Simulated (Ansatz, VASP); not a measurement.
One calculation of TiAl, two programs

```
CELL_PARAMETERS angstrom
2.86635 0.00000 0.00000
0.00000 3.38182 0.00000
0.00000 0.00000 3.12409
ATOMIC_POSITIONS crystal
Ti 0.00000 0.00000 0.00000
Al 0.50000 0.50000 0.50000
```

Change from the starting cell: normal strain along x -0.0825, normal strain along y +0.0825.

Alike in both runs: task single point; functional LDA; k mesh 14 × 14 × 14; occupations gaussian, width 0.15 eV; no spin polarisation.

```csv
,VASP,Ansatz
version,VASP 6.6.1,Ansatz 0.2.0
potentials or method,"VASP PAW LDA potentials, release 64 (Ti_sv, Al), cutoff 520 eV","scalar-relativistic, plane waves, PAW"
valence electrons in the cell,15,15
```

Ansatz gave:

- gap on the k mesh at the Fermi level (eV): none
- pressure (GPa): 1.3
- traceless stress, the component that is largest in VASP (GPa): 5.03

Task: Estimate VASP's values.

Result: gap on the k mesh at the Fermi level (eV): none; pressure (GPa): 1.5; traceless stress, the component that is largest in VASP (GPa): 5.04.

Ansatz warns that its potentials were made for another functional, while VASP's fit it. LDA's correlation is that of Perdew and Zunger in VASP and of Perdew and Wang (1992) in Ansatz. A gap of «none» marks a metal or a gap that the smearing closes.
